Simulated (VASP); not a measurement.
# Li2O (Fm-3m) in VASP: G0W0 quasiparticle levels with PBE

Aim: the G0W0 quasiparticle levels of Li2O with PBE.

All numbers are computed with VASP 6.6.1; they aren't measurements. Logs are shortened: lines on timing, memory, paths and dates and some standing lists are left out, and cuts for length are marked.

## (1) The cell of the first run

It takes space group Fm-3m (No. 225, cubic). Conventional cell: a = 4.573 Å, b = 4.573 Å, c = 4.573 Å, α = 90.00°, β = 90.00°, γ = 90.00°. Within 2.6 Å of O (site symmetry m-3m) lie 8 Li at 1.98 Å. Within 2.6 Å of Li (site symmetry -43m) lie 4 O at 1.98 Å and 6 Li at 2.29 Å.

## (2) G0W0 quasiparticle levels, PBE

File POSCAR:

```
Li2O
1.0
    0.0000000000      2.2863684517      2.2863684517
    2.2863684517      0.0000000000      2.2863684517
    2.2863684517      2.2863684517      0.0000000000
O Li
1 2
Direct
    0.0000000000      0.0000000000      0.0000000000
    0.2500000000      0.2500000000      0.2500000000
    0.7500000000      0.7500000000      0.7500000000
```

File INCAR.step1:

```
PREC = Accurate ; ENCUT = 500
EDIFF = 1E-8 ; ISMEAR = 0
SIGMA = 0.01 ; LREAL = False
LASPH = True ; NELM = 80
ALGO = Normal ; LWAVE = True
LCHARG = False ; GGA = PE
```

File INCAR.step2:

```
PREC = Accurate ; ENCUT = 500
EDIFF = 1E-8 ; ISMEAR = 0
SIGMA = 0.01 ; LREAL = False
LASPH = True ; NELM = 1
ALGO = Exact ; LWAVE = True
LCHARG = False ; GGA = PE
NBANDS = 64 ; LOPTICS = True
ISTART = 1
```

File INCAR.step3:

```
PREC = Accurate ; ENCUT = 500
EDIFF = 1E-8 ; ISMEAR = 0
SIGMA = 0.01 ; LREAL = False
LASPH = True ; ALGO = EVGW0
LWAVE = False ; LCHARG = False
GGA = PE ; NELMGW = 1
NBANDS = 64 ; ENCUTGW = 80.0
NOMEGA = 48 ; PRECFOCK = Fast
ISTART = 1 ; NBANDSGW = 12
```

File KPOINTS:

```
Automatic mesh
0
Gamma
  4 4 4
```

Potentials or basis: VASP PAW PBE potentials, release 64 (O_GW, Li_GW).

Launch:

```
cat potpaw_PBE.64/O_GW/POTCAR potpaw_PBE.64/Li_GW/POTCAR > POTCAR
cp INCAR.step1 INCAR
mpirun -np 1 vasp_std > vasp.out
cp INCAR.step2 INCAR
mpirun -np 1 vasp_std > vasp.out
cp INCAR.step3 INCAR
mpirun -np 1 vasp_std > vasp.out
```

OUTCAR:

```text
PREC = Accurate
   ENCUT = 500
   EDIFF = 1E-8
   ISMEAR = 0
   LREAL = False
   LASPH = True
   GGA = PE
   NELMGW = 1
   ENCUTGW = 80.0
   PRECFOCK = Fast
   ISTART = 1

 ion  position               nearest neighbor table
   1  0.000  0.000  0.000-   2 1.98   3 1.98   3 1.98   3 1.98   3 1.98   2 1.98   2 1.98   2 1.98

   2  0.250  0.250  0.250-   1 1.98   1 1.98   1 1.98   1 1.98   3 2.29   3 2.29   3 2.29   3 2.29
                             3 2.29   3 2.29
   3  0.750  0.750  0.750-   1 1.98   1 1.98   1 1.98   1 1.98   2 2.29   2 2.29   2 2.29   2 2.29
                             2 2.29   2 2.29

  LATTYP: Found a face centered cubic cell.
 ALAT       =     4.5727369034

  Lattice vectors:

 A1 = (   0.0000000000,   2.2863684517,   2.2863684517)
 A2 = (   2.2863684517,   0.0000000000,   2.2863684517)
 A3 = (   2.2863684517,   2.2863684517,   0.0000000000)

Analysis of symmetry for initial positions (statically):
=====================================================================
 Subroutine PRICEL returns:
 Original cell was already a primitive cell.

 Routine SETGRP: Setting up the symmetry group for a
 face centered cubic supercell.

 Subroutine GETGRP returns: Found 48 space group operations
 (whereof 48 operations were pure point group operations)
 out of a pool of 48 trial point group operations.

The static configuration has the point symmetry O_h .

Analysis of symmetry for dynamics (positions and initial velocities):
=====================================================================
 Subroutine PRICEL returns:
 Original cell was already a primitive cell.

 Routine SETGRP: Setting up the symmetry group for a
 face centered cubic supercell.

 Subroutine GETGRP returns: Found 48 space group operations
 (whereof 48 operations were pure point group operations)
 out of a pool of 48 trial point group operations.

The dynamic configuration has the point symmetry O_h .

 Subroutine INISYM returns: Found 48 space group operations
 (whereof 48 operations are pure point group operations),
 and found     1 'primitive' translations

----------------------------------------------------------------------------------------

                                     Primitive cell

  volume of cell :      23.9039

  direct lattice vectors                    reciprocal lattice vectors
     0.000000000  2.286368452  2.286368452    -0.218687412  0.218687412  0.218687412
     2.286368452  0.000000000  2.286368452     0.218687412 -0.218687412  0.218687412
     2.286368452  2.286368452  0.000000000     0.218687412  0.218687412 -0.218687412

  length of vectors
     3.233413273  3.233413273  3.233413273     0.378777709  0.378777709  0.378777709

  position of ions in fractional coordinates (direct lattice)
     0.000000000  0.000000000  0.000000000
     0.250000000  0.250000000  0.250000000
     0.750000000  0.750000000  0.750000000

  ion indices of the primitive-cell ions
   primitive index   ion index
                 1           1
                 2           2
                 3           3

----------------------------------------------------------------------------------------

 KPOINTS: Automatic mesh

Automatic generation of k-mesh.
 Grid dimensions read from file:
 generate k-points for:    4    4    4

 Generating k-lattice:

  Cartesian coordinates                     Fractional coordinates (reciprocal lattice)
    -0.054671853  0.054671853  0.054671853     0.250000000  0.000000000  0.000000000
     0.054671853 -0.054671853  0.054671853     0.000000000  0.250000000  0.000000000
     0.054671853  0.054671853 -0.054671853     0.000000000  0.000000000  0.250000000

  Length of vectors
     0.094694427  0.094694427  0.094694427

  Shift w.r.t. Gamma in fractional coordinates (k-lattice)
     0.000000000  0.000000000  0.000000000

 Subroutine IBZKPT returns following result:
 ===========================================

 Found      8 irreducible k-points:

 Following reciprocal coordinates:
            Coordinates               Weight
  0.000000  0.000000  0.000000      1.000000
  0.250000  0.000000  0.000000      8.000000
  0.500000  0.000000  0.000000      4.000000
  0.250000  0.250000  0.000000      6.000000
  0.500000  0.250000  0.000000     24.000000
 -0.250000  0.250000  0.000000     12.000000
  0.500000  0.500000  0.000000      3.000000
 -0.250000  0.500000  0.250000      6.000000
   k-points           NKPTS =      8   k-points in BZ     NKDIM =     64   number of bands    NBANDS=     64
   number of dos      NEDOS =    301   number of ions     NIONS =      3
   total plane-waves  NPLWV =  13824
   dimension x,y,z NGX =    24 NGY =   24 NGZ =   24
   dimension x,y,z NGXF=    48 NGYF=   48 NGZF=   48
   ions per type =               1   2
   NGX,Y,Z   is equivalent  to a cutoff of  12.34, 12.34, 12.34 a.u.
   NGXF,Y,Z  is equivalent  to a cutoff of  24.68, 24.68, 24.68 a.u.
 SYSTEM =  unknown system
   PREC   = accura    normal or accurate (medium, high low for compatibility)
   ISTART =      1    job   : 0-new  1-cont  2-samecut
   ICHARG =      0    charge: 1-file 2-atom 10-const
   ISPIN  =      1    spin polarized calculation?
   LNONCOLLINEAR =      F non collinear calculations
   LSORBIT =      F    spin-orbit coupling
   LASPH  =      T    aspherical Exc in radial PAW
   ENCUT  =  500.0 eV  36.75 Ry    6.06 a.u.   5.90  5.90  5.90*2*pi/ulx,y,z
   NELM   =     60;   NELMIN=  2; NELMDL=  0     # of ELM steps
   EDIFF  = 0.1E-07   stopping-criterion for ELM
   LREAL  =      F    real-space projection
   EDIFFG = 0.1E-06   stopping-criterion for IOM
   NSW    =      0    number of steps for IOM
   IBRION =     -1    ionic relax: 0-MD 1-quasi-New 2-CG
   NFREE  =      0    steps in history (QN), initial steepest desc. (CG)
   ISIF   =      0    stress and relaxation
   ISYM   =      3    0-nonsym 1-usesym 2-fastsym
   POTIM  = 0.5000    time-step for ionic-motion
   TEBEG  =    0.0;   TEEND  =   0.0 temperature during run
   PSTRESS=    0.0 pullay stress
   NELECT =       8.0000    total number of electrons
   NUPDOWN=      -1.0000    fix difference up-down
   EMIN   =  10.00;   EMAX   =-10.00  energy-range for DOS
   EFERMI =   0.00;   METHOD = LEGACY
   ISMEAR =     0;   SIGMA  =   0.01  broadening in eV -4-tet -1-fermi 0-gaus
   EFERMI_NEDOS =   21; number of points for ismear=-14 and -15
   IALGO  =     38    algorithm
   IMIX   =      4    mixing-type and parameters
     AMIX     =   0.40;   BMIX     =  1.00
     AMIX_MAG =   1.60;   BMIX_MAG =  1.00
  volume/ion in A,a.u.               =       7.97        53.77
  Fermi-wavevector in a.u.,A,eV,Ry     =   1.136620  2.147900 17.577434  1.291905
  Thomas-Fermi vector in A             =   2.273325
   LORBIT       =      0    0 simple, 1 ext, 2 COOP (PROOUT), +10 PAW based schemes
   GGA     = PE    functional components
   LHFCALC =     T    Hartree Fock is set to
   PRECFOCK=fast      Normal, Fast or Accurate (Low or Medium for compatibility)
   ENCUT4O =  -1.0   cutoff for four orbital integrals eV
   NKREDX  =     1    reduce k-point grid by
   NKREDY  =     1    reduce k-point grid by
   NKREDZ  =     1    reduce k-point grid by
   AEXX    =    1.0000 exact exchange contribution
   HFSCREEN=    0.0000 screening length (either q_TF or 0.3 A-1)
   HFSCREENC=   0.0000 screening length for correlation (either q_TF or 0.3 A-1)
   ENCUTFOCK=  -1.0 apply spherical cutoff to Coloumb kernel
   IVDW    =     0    specifies the selected vdW correction
   LEPSILON=     F    determine dielectric tensor
   LRPA    =     F    only Hartree local field effects (RPA)
   LRPAFORCE           =     F    calculate RPA forces
   ENCUTGW             =  80.0    cutoff for response function in eV
   ENCUTGWSOFT         =  64.0    soft cutoff for Coulomb kernel in GW response function in eV
   ENCUTLF             =  -1.0    cutoff for local field effects
   NELMGW              =     1    number of iterations in solving QP/BSE equation
   NELMHF              =     1    number of iterations in the inner HF iteration
   NKREDLFX            =     1    NKREDLFY  =   1   NKREDLFZ  =   1
 non-spin polarized calculation
 Gauss-broadening in eV      SIGMA  =   0.01
  energy-cutoff  :      500.00
  volume of cell :       23.90
 maximum number of plane-waves:       620
  NGX = 14; NGY = 14; NGZ = 14
   NGX = 11   NGY = 11   NGZ = 11
 maximum number of plane-waves:        51
 NGX is ok and might be reduce to    10

 QP shifts <psi_nk| G(iteration)W_0 |psi_nk>: iteration 1
 for sc-GW calculations column KS-energies equals QP-energies in previous step
 and V_xc(KS)=  KS-energies - (<T + V_ion + V_H > + <T+V_H+V_ion>^1  + <V_x>^1)

 k-point   1 :       0.0000    0.0000    0.0000
  band No.  KS-energies  QP-energies   sigma(KS)   V_xc(KS)     V^pw_x(r,r')   Z            occupation Imag(sigma)

      1     -17.7512     -20.1027     -22.2438     -18.9983     -30.5865       0.7245       2.0000       1.1722
      2      -2.2009      -3.4638     -20.6803     -19.0480     -24.6979       0.7737       2.0000       0.1534
      3      -2.2009      -3.4638     -20.6803     -19.0480     -24.6979       0.7737       2.0000       0.1534
      4      -2.2009      -3.4638     -20.6803     -19.0480     -24.6979       0.7737       2.0000       0.1534
      5       3.3040       4.2173      -8.2874      -9.3941      -4.8011       0.8253       0.0000      -0.1101
      6       9.9299      11.4255      -6.4061      -8.2069      -2.5442       0.8305       0.0000      -0.1250
      7       9.9299      11.4255      -6.4061      -8.2069      -2.5442       0.8305       0.0000      -0.1250
      8       9.9299      11.4255      -6.4061      -8.2069      -2.5442       0.8305       0.0000      -0.1250
      9      17.1745      18.0447      -6.1888      -7.3003      -1.2409       0.7829       0.0000      -0.6559
     10      17.1745      18.0447      -6.1888      -7.3003      -1.2409       0.7829       0.0000      -0.6559
     11      17.1745      18.0447      -6.1888      -7.3003      -1.2409       0.7829       0.0000      -0.6559
     12      19.4814      20.8202      -7.3221      -8.9059      -2.8556       0.8454       0.0000      -0.6317

 k-point   2 :       0.2500    0.0000    0.0000
  band No.  KS-energies  QP-energies   sigma(KS)   V_xc(KS)     V^pw_x(r,r')   Z            occupation Imag(sigma)

      1     -17.6275     -19.9671     -22.4103     -19.2081     -30.7500       0.7306       2.0000       1.1512
      2      -3.7984      -5.3694     -18.2478     -16.1885     -22.1146       0.7629       2.0000       0.1769
      3      -2.4453      -3.7463     -20.3634     -18.6729     -24.3810       0.7696       2.0000       0.1567
      4      -2.4453      -3.7463     -20.3634     -18.6729     -24.3810       0.7696       2.0000       0.1567
      5       4.7204       5.8938      -9.4289     -10.8713      -5.9752       0.8135       0.0000      -0.1193
      6       9.7840      11.2918      -8.0884      -9.9562      -4.1055       0.8072       0.0000      -0.1666
      7      10.4123      11.8476      -6.6373      -8.3797      -2.6862       0.8238       0.0000      -0.1501
      8      10.4123      11.8476      -6.6373      -8.3797      -2.6862       0.8238       0.0000      -0.1501
      9      14.8947      16.1738      -6.7120      -8.3038      -2.2695       0.8036       0.0000      -0.3287
     10      14.8947      16.1738      -6.7120      -8.3038      -2.2695       0.8036       0.0000      -0.3287
     11      19.0551      20.1795      -6.5786      -7.9006      -1.7256       0.8505       0.0000      -0.8516
     12      23.7079      25.8953      -7.4984     -10.1578      -2.6208       0.8225       0.0000      -0.7281
[... 68 lines left out ...]
      1     -17.4363     -19.7458     -22.6666     -19.5405     -31.0037       0.7388       2.0000       1.1206
      2      -3.8328      -5.4669     -18.7967     -16.6397     -22.8843       0.7576       2.0000       0.1849
      3      -3.6341      -5.1169     -18.8441     -16.8959     -22.8422       0.7611       2.0000       0.1771
      4      -3.6341      -5.1169     -18.8441     -16.8959     -22.8422       0.7611       2.0000       0.1771
      5       2.8361       3.6866      -6.7776      -7.7960      -3.4156       0.8351       0.0000      -0.1023
      6      11.6478      13.4268      -9.5596     -11.8281      -5.1506       0.7843       0.0000      -0.2743
      7      11.6478      13.4268      -9.5596     -11.8281      -5.1506       0.7843       0.0000      -0.2743
      8      12.9341      14.6905     -10.5885     -12.8218      -5.9239       0.7865       0.0000      -0.3800
      9      13.8845      15.1051      -6.9344      -8.4410      -2.7468       0.8102       0.0000      -0.1913
     10      18.2123      19.9699      -7.8751      -9.8991      -3.2162       0.8684       0.0000      -0.7854
     11      21.7177      23.7010      -6.4506      -8.8834      -1.9138       0.8152       0.0000      -0.4508
     12      21.7177      23.7010      -6.4506      -8.8834      -1.9138       0.8152       0.0000      -0.4508

 k-point   8 :      -0.2500    0.5000    0.2500
  band No.  KS-energies  QP-energies   sigma(KS)   V_xc(KS)     V^pw_x(r,r')   Z            occupation Imag(sigma)

      1     -17.4225     -19.7375     -22.6993     -19.5751     -31.0383       0.7410       2.0000       1.1157
      2      -4.0923      -5.6290     -17.6339     -15.6223     -21.4247       0.7639       2.0000       0.1818
      3      -3.7291      -5.2921     -18.8304     -16.7736     -22.8749       0.7599       2.0000       0.1810
      4      -3.7291      -5.2921     -18.8304     -16.7736     -22.8749       0.7599       2.0000       0.1810
      5       5.0875       6.2406      -9.4126     -10.8367      -6.2189       0.8097       0.0000      -0.1154
      6       8.4725       9.8560      -7.4473      -9.1496      -3.3568       0.8128       0.0000      -0.1560
      7      12.2694      14.0003     -10.0744     -12.2833      -5.5782       0.7836       0.0000      -0.3135
      8      12.2694      14.0003     -10.0744     -12.2833      -5.5782       0.7836       0.0000      -0.3135
      9      16.3079      17.6897      -6.7101      -8.4309      -2.2460       0.8030       0.0000      -0.2980
     10      16.3079      17.6897      -6.7101      -8.4309      -2.2460       0.8030       0.0000      -0.2980
     11      21.4216      23.3032      -7.8552     -10.1228      -2.8800       0.8298       0.0000      -0.8512
     12      22.6394      24.8019      -6.7268      -9.3442      -2.2366       0.8262       0.0000      -0.4406
```

Run time: 37 s. Hardware: 1 thread of AMD EPYC 7R13 (Zen 3), shared host; peak memory 0.18 GiB.

Results:

```
Quasiparticle gap                                   : 7.15 eV
Least direct quasiparticle gap                      : 7.68 eV
Band gap of the starting levels on the mesh         : 5.04 eV
Least direct gap of the starting levels on the mesh : 5.50 eV
```

Caveat: the k points lie up to 0.59 Å⁻¹ apart; bands, screening cutoff and mesh are small and nothing is extrapolated, so the quasiparticle values aren't converged.
